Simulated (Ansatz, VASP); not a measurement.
TiNb3B: VASP beside Ansatz

Contents of INCAR:

```
SYSTEM = TiNb3B
PREC     = Accurate       ! precision mode
ENCUT    = 600            ! plane-wave cutoff, eV
EDIFF    = 1E-6           ! SCF threshold, eV
ISMEAR   = 0              ! smearing method
SIGMA    = 0.1            ! smearing width, eV
LREAL    = .FALSE.        ! projectors in reciprocal space
LASPH    = .TRUE.         ! aspherical terms in the spheres
NELM     = 100            ! most SCF steps
ALGO     = Normal         ! electronic algorithm
ISIF     = 3              ! what is computed and relaxed
LWAVE    = .FALSE.        ! write WAVECAR
LCHARG   = .FALSE.        ! write CHGCAR
GGA      = PE             ! functional
IBRION   = 2              ! ionic algorithm
NSW      = 90             ! ionic steps
EDIFFG   = -0.04          ! ionic threshold
```

The input KPOINTS:

```
regular mesh
0
G
  4 4 4
  0 0 0
```

File POSCAR:

```
TiNb3B
1.0
    4.1897818700      0.0000000000      0.0000000000
    0.0000000000      4.1897818700      0.0000000000
    0.0000000000      0.0000000000      4.1897818700
Ti Nb B
1 3 1
Direct
    0.0000000000      0.0000000000      0.0000000000
    0.0000000000      0.5000000000      0.5000000000
    0.5000000000      0.0000000000      0.5000000000
    0.5000000000      0.5000000000      0.0000000000
    0.5000000000      0.5000000000      0.5000000000
```

Input for Ansatz:

```yaml
crystal:
  lattice:
    - [4.18978187, 0.0, 0.0]
    - [0.0, 4.18978187, 0.0]
    - [0.0, 0.0, 4.18978187]
  atoms:
    - { symbol: Ti, position: [0.0, 0.0, 0.0] }
    - { symbol: Nb, position: [0.0, 0.5, 0.5] }
    - { symbol: Nb, position: [0.5, 0.0, 0.5] }
    - { symbol: Nb, position: [0.5, 0.5, 0.0] }
    - { symbol: B, position: [0.5, 0.5, 0.5] }
basis:
  ecutwfc: 420
kpoints:
  mp_grid: { grid: [4, 4, 4] }
hamiltonian:
  xc: pbe
scf:
  occupations: { method: gaussian, width: 0.1 }
  lower_state_search: "off"
output:
  forces: true
  stress: true
  eigenvalues: true
relax:
  adjacent_minimum: "off"
  f_tol: 0.04
  max_steps: 70
  cell: { stress_tol: 0.4 }
```

Alike in both runs: task relaxation of cell and atoms; functional PBE; k mesh 4 × 4 × 4; occupations gaussian, width 0.1 eV; no spin polarisation.

|  | VASP | Ansatz |
| --- | --- | --- |
| version | VASP 6.6.1 | Ansatz 0.2.0 |
| potentials or method | VASP PAW PBE potentials, release 64 (Ti_sv, Nb_sv, B), cutoff 600 eV | scalar-relativistic, plane waves, PAW |
| valence electrons in the cell | 54 | 54 |

|  | VASP | Ansatz | Ansatz less VASP |
| --- | --- | --- | --- |
| gap on the k mesh at the Fermi level, each at its own relaxed structure (eV) | none | none | - |
| relaxed volume (Å³/atom) | 16.99 | 16.97 | -0.024 |
| relaxed cell length with the largest relative difference (Å) | 4.396 | 4.394 | -0.0021 |

A gap of «none» marks a metal or a gap that the smearing closes.

The k mesh is coarse, so the values compare programs but aren't converged. Noted on VASP's run: the volume moved by over 15 % at a fixed basis, so the end points are rough.
